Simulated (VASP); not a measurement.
# GeW3 (P4/mmm) in VASP: single point with PBE

Aim: the single point of GeW3 with PBE.

Program: VASP 6.6.1. These are calculated values, not measurements. Logs are shortened: lines on timing, memory, paths and dates and some standing lists are left out, and cuts for length are marked.

**1. The cell of the first run**

The structure is tetragonal, space group P4/mmm (No. 123). Conventional cell: a = 4.619 Å, b = 4.619 Å, c = 3.954 Å, α = 90.00°, β = 90.00°, γ = 90.00°. Within 3.1 Å of Ge (site symmetry 4/mmm) lie 4 W at 2.31 Å. Within 3.1 Å of W (site symmetry mmm) lie 2 Ge at 2.31 Å and 4 W at 3.04 Å. W (site symmetry 4/mmm) has 10 W at 3.04 to 3.95 Å and 8 Ge at 3.82 Å within 4.0 Å.

The cell was built from a structure type or drawn by symmetry, and may not be a known phase.

**2. Single point, PBE**

File INCAR:

```
  PREC = Accurate
  ENCUT = 520
  EDIFF = 1E-6
  ISMEAR = 0
  SIGMA = 0.1
  LREAL = False
  LASPH = True
  NELM = 100
  ALGO = Normal
  ISIF = 2
  LWAVE = False
  LCHARG = True
  GGA = PE
  LELF = True
  LVHAR = True
  NBANDS = 36
```

File KPOINTS:

```
regular mesh
0
Gamma
  4 4 4
```

File POSCAR:

```
GeW3
1.0
    4.6189932400      0.0000000000      0.0000000000
    0.0000000000      4.6189932400      0.0000000000
    0.0000000000      0.0000000000      3.9543527300
Ge W
1 3
Direct
    0.5000000000      0.5000000000      0.5000000000
    0.0000000000      0.5000000000      0.5000000000
    0.5000000000      0.0000000000      0.5000000000
    0.0000000000      0.0000000000      0.0000000000
```

Potentials or basis: VASP PAW PBE potentials, release 64 (Ge_d, W_sv).

Launch:

```bash
$ cat potpaw_PBE.64/Ge_d/POTCAR potpaw_PBE.64/W_sv/POTCAR > POTCAR
$ mpirun -np 1 vasp_std > vasp.out
```

OUTCAR:

```text
PREC = Accurate
   ENCUT = 520
   EDIFF = 1E-6
   ISMEAR = 0
   LREAL = False
   LASPH = True
   NELM = 100
   ISIF = 2
   GGA = PE

 ion  position               nearest neighbor table
   1  0.500  0.500  0.500-   2 2.31   3 2.31   3 2.31   2 2.31
   2  0.000  0.500  0.500-   1 2.31   1 2.31   4 3.04   4 3.04   4 3.04   4 3.04   3 3.27   3 3.27
                             3 3.27   3 3.27
   3  0.500  0.000  0.500-   1 2.31   1 2.31   4 3.04   4 3.04   4 3.04   4 3.04   2 3.27   2 3.27
                             2 3.27   2 3.27
   4  0.000  0.000  0.000-   2 3.04   3 3.04   2 3.04   3 3.04   2 3.04   2 3.04   3 3.04   3 3.04

  LATTYP: Found a simple tetragonal cell.
 ALAT       =     4.6189932400
 C/A-ratio  =     0.8561070615

  Lattice vectors:

 A1 = (   4.6189932400,   0.0000000000,   0.0000000000)
 A2 = (   0.0000000000,   4.6189932400,   0.0000000000)
 A3 = (   0.0000000000,   0.0000000000,   3.9543527300)

Analysis of symmetry for initial positions (statically):
=====================================================================
 Subroutine PRICEL returns:
 Original cell was already a primitive cell.

 Routine SETGRP: Setting up the symmetry group for a
 simple tetragonal supercell.

 Subroutine GETGRP returns: Found 16 space group operations
 (whereof 16 operations were pure point group operations)
 out of a pool of 16 trial point group operations.

The static configuration has the point symmetry D_4h.

Analysis of symmetry for dynamics (positions and initial velocities):
=====================================================================
 Subroutine PRICEL returns:
 Original cell was already a primitive cell.

 Routine SETGRP: Setting up the symmetry group for a
 simple tetragonal supercell.

 Subroutine GETGRP returns: Found 16 space group operations
 (whereof 16 operations were pure point group operations)
 out of a pool of 16 trial point group operations.

The dynamic configuration has the point symmetry D_4h.

 Subroutine INISYM returns: Found 16 space group operations
 (whereof 16 operations are pure point group operations),
 and found     1 'primitive' translations

----------------------------------------------------------------------------------------

                                     Primitive cell

  volume of cell :      84.3665

  direct lattice vectors                    reciprocal lattice vectors
     4.618993240  0.000000000  0.000000000     0.216497394  0.000000000  0.000000000
[... 84 lines left out ...]
   LREAL  =      F    real-space projection
   EDIFFG = 0.1E-04   stopping-criterion for IOM
   NSW    =      0    number of steps for IOM
   IBRION =     -1    ionic relax: 0-MD 1-quasi-New 2-CG
   NFREE  =      0    steps in history (QN), initial steepest desc. (CG)
   ISIF   =      2    stress and relaxation
   ISYM   =      2    0-nonsym 1-usesym 2-fastsym
   POTIM  = 0.5000    time-step for ionic-motion
   TEBEG  =    0.0;   TEEND  =   0.0 temperature during run
   PSTRESS=    0.0 pullay stress
   NELECT =      56.0000    total number of electrons
   NUPDOWN=      -1.0000    fix difference up-down
   EMIN   =  10.00;   EMAX   =-10.00  energy-range for DOS
   EFERMI =   0.00;   METHOD = LEGACY
   ISMEAR =     0;   SIGMA  =   0.10  broadening in eV -4-tet -1-fermi 0-gaus
   EFERMI_NEDOS =   21; number of points for ismear=-14 and -15
   IALGO  =     38    algorithm
   IMIX   =      4    mixing-type and parameters
     AMIX     =   0.40;   BMIX     =  1.00
     AMIX_MAG =   1.60;   BMIX_MAG =  1.00
  volume/ion in A,a.u.               =      21.09       142.33
  Fermi-wavevector in a.u.,A,eV,Ry     =   1.428063  2.698649 27.747246  2.039365
  Thomas-Fermi vector in A             =   2.548166
   LORBIT       =      0    0 simple, 1 ext, 2 COOP (PROOUT), +10 PAW based schemes
   GGA     = PE    functional components
   LHFCALC =     F    Hartree Fock is set to
   AEXX    =    0.0000 exact exchange contribution
   IVDW    =     0    specifies the selected vdW correction
   LEPSILON=     F    determine dielectric tensor
   LRPA    =     F    only Hartree local field effects (RPA)
 non-spin polarized calculation
 Gauss-broadening in eV      SIGMA  =   0.10
  energy-cutoff  :      520.00
  volume of cell :       84.37
 maximum number of plane-waves:      2306
 NGX is ok and might be reduce to    36
   NGX = 17   NGY = 17   NGZ = 15

 number of electron      56.0000001 magnetization

 Free energy of the ion-electron system (eV)
  ---------------------------------------------------
  ext. energy  EPLUGINS =         0.00000000
  ---------------------------------------------------
  free energy    TOTEN  =       -36.67124541 eV

  energy without entropy =      -36.66146604  energy(sigma->0) =      -36.66635572

 E-fermi :   6.7681     XC(G=0): -11.5436

 val. band max:        6.7120829027   @ k =   0.5000   0.5000   0.0000
 cond. band min:       6.7793900958   @ k =   0.5000   0.5000   0.5000
 fundamental gap:      0.0673071931
 Fermi energy:         6.7681176026

 k-point     1 :       0.0000    0.0000    0.0000
  band No.  band energies     occupation
      1     -67.8445      2.00000
      2     -67.2623      2.00000
      3     -67.2516      2.00000
      4     -31.9649      2.00000
      5     -31.9649      2.00000
      6     -31.8932      2.00000
[... 691 lines left out ...]
     35       9.1242      0.00000
     36      10.5535      0.00000

------------------------ aborting loop because EDIFF is reached ----------------------------------------

  FORCE on cell =-STRESS in cart. coord.  units (eV):
  Direction    XX          YY          ZZ          XY          YZ          ZX
  --------------------------------------------------------------------------------------
  -------------------------------------------------------------------------------------
  Total        2.5676719      2.5676719    -18.4842922      0.0000000     -0.0000000      0.0000000
  in kB       48.7618365     48.7618365   -351.0292840      0.0000000     -0.0000000      0.0000000
  external PRESSURE =     -84.5018703 kB  Pullay stress =       0.0000000 kB

 VOLUME and BASIS-vectors are now :
 -----------------------------------------------------------------------------
  energy-cutoff  :      520.00
  volume of cell :       84.37
      direct lattice vectors                 reciprocal lattice vectors
     4.618993240  0.000000000  0.000000000     0.216497394  0.000000000  0.000000000
     0.000000000  4.618993240  0.000000000     0.000000000  0.216497394  0.000000000
     0.000000000  0.000000000  3.954352730     0.000000000  0.000000000  0.252885888

 POSITION                                       TOTAL-FORCE (eV/Angst)
 -----------------------------------------------------------------------------------
      2.30950      2.30950      1.97718         0.000000      0.000000      0.000000
      0.00000      2.30950      1.97718         0.000000      0.000000      0.000000
      2.30950      0.00000      1.97718         0.000000      0.000000      0.000000
      0.00000      0.00000      0.00000         0.000000      0.000000      0.000000
 -----------------------------------------------------------------------------------
    total drift:                                0.000000      0.000000      0.000000

  FREE ENERGIE OF THE ION-ELECTRON SYSTEM (eV)
  ---------------------------------------------------
  free  energy   TOTEN  =       -36.6712454128 eV

  energy  without entropy=      -36.6614660359  energy(sigma->0) =      -36.66635572
```

OSZICAR:

```text
N       E                     dE             d eps       ncg     rms          rms(c)
DAV:   1     0.654851962200E+03    0.65485E+03   -0.30818E+04  1568   0.281E+03
DAV:   2     0.255697077390E+02   -0.62928E+03   -0.61456E+03  1348   0.744E+02
DAV:   3    -0.366135507479E+02   -0.62183E+02   -0.59742E+02  1484   0.164E+02
DAV:   4    -0.397009627648E+02   -0.30874E+01   -0.30415E+01  1612   0.367E+01
DAV:   5    -0.397743750346E+02   -0.73412E-01   -0.73209E-01  1648   0.611E+00    0.263E+01
DAV:   6    -0.380226537438E+02    0.17517E+01   -0.18540E+01  1580   0.218E+01    0.115E+01
DAV:   7    -0.377499567391E+02    0.27270E+00   -0.21090E+01  1432   0.146E+01    0.725E+00
DAV:   8    -0.367043560392E+02    0.10456E+01   -0.31225E+00  1484   0.726E+00    0.197E+00
DAV:   9    -0.366785839341E+02    0.25772E-01   -0.31954E-01  1620   0.334E+00    0.102E+00
DAV:  10    -0.366713205787E+02    0.72634E-02   -0.48817E-02  1500   0.113E+00    0.377E-01
DAV:  11    -0.366714323732E+02   -0.11179E-03   -0.47967E-03  1564   0.523E-01    0.146E-01
DAV:  12    -0.366712428604E+02    0.18951E-03   -0.98378E-04  1632   0.188E-01    0.347E-02
DAV:  13    -0.366712462387E+02   -0.33783E-05   -0.48750E-05  1616   0.653E-02    0.971E-03
DAV:  14    -0.366712454128E+02    0.82590E-06   -0.18375E-06  1080   0.143E-02
   1 F= -.36671245E+02 E0= -.36666356E+02  d E =-.977938E-02
```

stdout:

```text
POSCAR found type information on POSCAR GeW
 POSCAR found :  2 types and       4 ions
 scaLAPACK will be used
 LDA part: xc-table for (Slater+PW92), standard interpolation
 POSCAR, INCAR and KPOINTS ok, starting setup
 FFT: planning ... GRIDC
 FFT: planning ... GRID_SOFT
 FFT: planning ... GRID
 WAVECAR not read
 entering main loop
```

Wall time 2.2 min (1 thread of AMD EPYC 7R43 (Zen 3), shared host); peak memory 0.16 GiB.

Results:

```
Free energy            : -36.6712 eV
Pressure               : -8.5 GPa
Band gap on the k mesh : zero (bands 28 and 29 overlap by 1.07 eV)
```

Stress tensor (GPa, compression positive):
```
  4.88   0.00   0.00
  0.00   4.88   0.00
  0.00   0.00 -35.10
```

Caveat: the k points lie up to 0.40 Å⁻¹ apart, too coarse for converged energies and pressures of a metal; spin-orbit coupling is left out, which moves the levels of the heavy elements.
